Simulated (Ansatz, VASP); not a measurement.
Two plane-wave programs on Pt

```xyz
1
Lattice="2.7439 0.0000 0.0000 -0.9146 2.5870 0.0000 -0.9146 -1.2935 2.2404" Properties=species:S:1:pos:R:3 pbc="T T T"
Pt    0.0000    0.0000    0.0000
```

Alike in both runs: task single point; functional LDA; k mesh 12 × 12 × 12; occupations fermi-dirac, width 0.05 eV; no spin polarisation.

```csv
,VASP,Ansatz
version,VASP 6.6.1,Ansatz 0.2.0
potentials or method,"VASP PAW LDA potentials, release 64 (Pt)","plane waves, PAW"
plane-wave cutoff (eV),520,420
valence electrons in the cell,10,18
```

Ansatz gave:

```
gap on the k mesh at the Fermi level (eV) : none
pressure (GPa)                            : -16.1
```

**Question.** Which values does VASP return?

**Answer.** gap on the k mesh at the Fermi level (eV): none; pressure (GPa): -15.6.

LDA's correlation is that of Perdew and Zunger in VASP and of Perdew and Wang (1992) in Ansatz. A gap of «none» marks a metal or a gap that the smearing closes. VASP's potentials hold 10 valence electrons a cell and Ansatz's 18, so a difference there can come from the potentials and not from the codes.

Neither program's run includes spin-orbit coupling.
